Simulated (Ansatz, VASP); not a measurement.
**Two plane-wave programs on CsI**

File POSCAR:

```
CsI
1.0
    4.6090098925      0.0000000000      0.0000000000
    0.0000000000      4.6090098925      0.0000000000
    0.0000000000      0.0000000000      4.6090098925
Cs I
1 1
Direct
    0.0000000000      0.0000000000      0.0000000000
    0.5000000000      0.5000000000      0.5000000000
```

The input INCAR.step1:

```
  PREC = Accurate
  ENCUT = 550
  ISMEAR = 0
  SIGMA = 0.02
  LREAL = F
  LASPH = T
  NELM = 120
  NBANDS = 15
  GGA = PE
  ALGO = Normal
  EDIFF = 1E-5
  LWAVE = T
  LCHARG = F
  GGA_COMPAT = F
```

File INCAR.step2:

```
  PREC = Accurate
  ENCUT = 550
  EDIFF = 1E-6
  ISMEAR = 0
  SIGMA = 0.02
  LREAL = F
  LASPH = T
  NELM = 120
  ALGO = Normal
  ISIF = 2
  LWAVE = F
  LCHARG = F
  METAGGA = R2SCAN
  LMIXTAU = T
  NBANDS = 15
  ISTART = 1
  GGA_COMPAT = F
```

KPOINTS

```
Automatic mesh
0
Gamma
  6 6 6
```

Input for Ansatz:

```yaml
crystal:
  lattice:
    - [4.6090098925, 0.0, 0.0]
    - [0.0, 4.6090098925, 0.0]
    - [0.0, 0.0, 4.6090098925]
  atoms:
    - { symbol: Cs, position: [0.0, 0.0, 0.0] }
    - { symbol: I, position: [0.5, 0.5, 0.5] }
basis:
  ecutwfc: 500
kpoints:
  mp_grid: { grid: [6, 6, 6] }
hamiltonian:
  xc: r2scan
scf:
  occupations: { method: gaussian, width: 0.02 }
  n_extra_bands: 16
output:
  forces: true
  eigenvalues: true
  stress: true
```

Alike in both runs: task single point; functional r2SCAN; k mesh 6 × 6 × 6; occupations gaussian, width 0.02 eV; no spin polarisation.

|  | VASP | Ansatz |
| --- | --- | --- |
| version | VASP 6.6.1 | Ansatz 0.2.0 |
| potentials or method | VASP PAW PBE potentials, release 64 (Cs_sv, I), cutoff 550 eV | scalar-relativistic, plane waves, PAW |
| valence electrons in the cell | 16 | 26 |

Ansatz gave:

- gap on the k mesh at the Fermi level (eV): 4.51
- pressure (GPa): 0.0

Problem. What did VASP give for the same quantities?

Solution. gap on the k mesh at the Fermi level (eV): 4.50; pressure (GPa): 0.0.

VASP's potentials were made for PBE, not for r2SCAN. VASP's potentials hold 16 valence electrons a cell and Ansatz's 26, so a difference there can come from the potentials and not from the codes.

Spin-orbit coupling is off throughout.
